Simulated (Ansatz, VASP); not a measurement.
## Pt: VASP beside Ansatz

The input INCAR:

```
ALGO     = Fast           # electronic algorithm
EDIFF    = 1E-6           # SCF threshold, eV
ENCUT    = 520            # plane-wave cutoff, eV
GGA      = PE             # functional
ISIF     = 2              # what is computed and relaxed
ISMEAR   = 0              # smearing method
LASPH    = True           # aspherical terms in the spheres
LCHARG   = False          # write CHGCAR
LREAL    = Auto         
LWAVE    = False          # write WAVECAR
NBANDS   = 154            # bands
NELM     = 60             # most SCF steps
PREC     = Accurate       # precision mode
SIGMA    = 0.1            # smearing width, eV
```

File KPOINTS:

```
k-points
0
Gamma
  4 4 4
```

File POSCAR:

```
Pt
1.0
   -5.9553460791     -5.9553460791      0.0000000000
   -5.9553460791      0.0000000000     -5.9553460791
    0.0000000000     -5.9553460791     -5.9553460791
Pt
27
Direct
    0.6666666667      0.6666666667      0.6666666667
    0.3333333333      0.6666666667      0.6666666667
    0.0000000000      0.6666666667      0.6666666667
    0.6666666667      0.3333333333      0.6666666667
    0.3333333333      0.3333333333      0.6666666667
    0.0000000000      0.3333333333      0.6666666667
    0.6666666667      0.0000000000      0.6666666667
    0.3333333333      0.0000000000      0.6666666667
    0.0000000000      0.0000000000      0.6666666667
    0.6666666667      0.6666666667      0.3333333333
    0.3333333333      0.6666666667      0.3333333333
    0.0000000000      0.6666666667      0.3333333333
    0.6666666667      0.3333333333      0.3333333333
    0.3333333333      0.3333333333      0.3333333333
    0.0000000000      0.3333333333      0.3333333333
    0.6666666667      0.0000000000      0.3333333333
    0.3333333333      0.0000000000      0.3333333333
    0.0000000000      0.0000000000      0.3333333333
    0.6666666667      0.6666666667      0.0000000000
    0.3333333333      0.6666666667      0.0000000000
    0.0000000000      0.6666666667      0.0000000000
    0.6666666667      0.3333333333      0.0000000000
    0.3333333333      0.3333333333      0.0000000000
    0.0000000000      0.3333333333      0.0000000000
    0.6666666667      0.0000000000      0.0000000000
    0.3333333333      0.0000000000      0.0000000000
    0.0000000000      0.0000000000      0.0000000000
```

Input for Ansatz:

```yaml
crystal:
  lattice:
    - [-5.9553460791, -5.9553460791, 0.0]
    - [-5.9553460791, 0.0, -5.9553460791]
    - [0.0, -5.9553460791, -5.9553460791]
  atoms:
    - { symbol: Pt, position: [0.6666666667, 0.6666666667, 0.6666666667] }
    - { symbol: Pt, position: [0.3333333333, 0.6666666667, 0.6666666667] }
    - { symbol: Pt, position: [0.0, 0.6666666667, 0.6666666667] }
    - { symbol: Pt, position: [0.6666666667, 0.3333333333, 0.6666666667] }
    - { symbol: Pt, position: [0.3333333333, 0.3333333333, 0.6666666667] }
    - { symbol: Pt, position: [0.0, 0.3333333333, 0.6666666667] }
    - { symbol: Pt, position: [0.6666666667, 0.0, 0.6666666667] }
    - { symbol: Pt, position: [0.3333333333, 0.0, 0.6666666667] }
    - { symbol: Pt, position: [0.0, 0.0, 0.6666666667] }
    - { symbol: Pt, position: [0.6666666667, 0.6666666667, 0.3333333333] }
    - { symbol: Pt, position: [0.3333333333, 0.6666666667, 0.3333333333] }
    - { symbol: Pt, position: [0.0, 0.6666666667, 0.3333333333] }
    - { symbol: Pt, position: [0.6666666667, 0.3333333333, 0.3333333333] }
    - { symbol: Pt, position: [0.3333333333, 0.3333333333, 0.3333333333] }
    - { symbol: Pt, position: [0.0, 0.3333333333, 0.3333333333] }
    - { symbol: Pt, position: [0.6666666667, 0.0, 0.3333333333] }
    - { symbol: Pt, position: [0.3333333333, 0.0, 0.3333333333] }
    - { symbol: Pt, position: [0.0, 0.0, 0.3333333333] }
    - { symbol: Pt, position: [0.6666666667, 0.6666666667, 0.0] }
    - { symbol: Pt, position: [0.3333333333, 0.6666666667, 0.0] }
    - { symbol: Pt, position: [0.0, 0.6666666667, 0.0] }
    - { symbol: Pt, position: [0.6666666667, 0.3333333333, 0.0] }
    - { symbol: Pt, position: [0.3333333333, 0.3333333333, 0.0] }
    - { symbol: Pt, position: [0.0, 0.3333333333, 0.0] }
    - { symbol: Pt, position: [0.6666666667, 0.0, 0.0] }
    - { symbol: Pt, position: [0.3333333333, 0.0, 0.0] }
    - { symbol: Pt, position: [0.0, 0.0, 0.0] }
basis:
  ecutwfc: 420
  xc_grid: 2
kpoints:
  mp_grid: { grid: [4, 4, 4], shift: [0.0, 0.0, 0.0] }
hamiltonian:
  xc: pbe
scf:
  occupations: { method: gaussian, width: 0.1 }
output:
  forces: true
  stress: true
  eigenvalues: true
  write_density: true
  write_potential: true
  elf: true
  volumetric_format: npy
```

Alike in both runs: task single point; functional PBE; k mesh 4 × 4 × 4; occupations gaussian, width 0.1 eV; no spin polarisation.

|  | VASP | Ansatz |
| --- | --- | --- |
| version | VASP 6.6.1 | Ansatz 0.2.0 |
| potentials or method | VASP PAW PBE potentials, release 64 (Pt), cutoff 520 eV | scalar-relativistic, plane waves, PAW |
| valence electrons in the cell | 270 | 486 |

|  | VASP | Ansatz | Ansatz less VASP |
| --- | --- | --- | --- |
| gap on the k mesh at the Fermi level (eV) | none | none | - |
| pressure (GPa) | -0.4 | 0.1 | +0.49 |

A gap of «none» marks a metal or a gap that the smearing closes. VASP's potentials hold 270 valence electrons a cell and Ansatz's 486, so a difference there can come from the potentials and not from the codes.

Neither program's run includes spin-orbit coupling.
